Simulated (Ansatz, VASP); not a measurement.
**One calculation of Co, two programs**

```xyz
1
Lattice="0.0000 1.6815 1.6815 1.6815 0.0000 1.6815 1.6815 1.6815 0.0000" Properties=species:S:1:pos:R:3 pbc="T T T"
Co    0.0000    0.0000    0.0000
```

Alike in both runs: task single point; functional PBE; k mesh 18 × 18 × 18; occupations fermi-dirac, width 0.1 eV; no spin polarisation.

|  | VASP | Ansatz |
| --- | --- | --- |
| version | VASP 6.6.1 | Ansatz 0.2.0 |
| potentials or method | VASP PAW PBE potentials, release 64 (Co), cutoff 600 eV | plane waves (420 eV) with PAW, scalar-relativistic |
| valence electrons in the cell | 9 | 17 |

VASP gave:

- pressure (GPa): 24.1

**Question.** What did Ansatz give for the same quantities?

**Answer.** Pressure (GPa): 25.6.

VASP's potentials hold 9 valence electrons a cell and Ansatz's 17, so a difference there can come from the potentials and not from the codes.
